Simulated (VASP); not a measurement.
A run of VASP 6.6.1:

The input INCAR:

```
SYSTEM = Ga3B2As
  PREC = Accurate
  ENCUT = 520
  EDIFF = 1E-6
  ISMEAR = 0
  SIGMA = 0.1
  LREAL = .False.
  LASPH = .True.
  NELM = 80
  ALGO = Normal
  ISIF = 2
  LWAVE = .False.
  LCHARG = .True.
  GGA = PE
  LELF = .True.
  LVHAR = .True.
  NBANDS = 34
```

The input KPOINTS:

```
regular mesh
0
Gamma
  6 6 6
  0 0 0
```

File POSCAR:

```
Ga3B2As
1.0
    2.5184448500      1.4540248100      5.1698675200
   -2.5184448500      1.4540248100      5.1698675200
    0.0000000000     -2.9080496200      5.1698675200
Ga B As
3 2 1
Direct
    0.5000000000      0.5000000000      0.0000000000
    0.0000000000      0.5000000000      0.5000000000
    0.5000000000      0.0000000000      0.5000000000
    0.6021834700      0.6021834700      0.6021834700
    0.3978165300      0.3978165300      0.3978165300
    0.0000000000      0.0000000000      0.0000000000
```

Potentials or basis: VASP PAW PBE potentials, release 64 (Ga_d, B, As).

Run with:

```sh
$ cat potpaw_PBE.64/Ga_d/POTCAR potpaw_PBE.64/B/POTCAR potpaw_PBE.64/As/POTCAR > POTCAR
$ mpirun -np 1 vasp_std > vasp.out
```

Hardware: 1 thread of Intel Xeon 8259CL, on a shared host.

**Question.** Estimate the wall time of this run.

**Answer.** Run time: 5.9 min on 1 thread of Intel Xeon 8259CL, on a shared host, peak memory 0.38 GiB. Counts: scf iterations 15, k points 32.
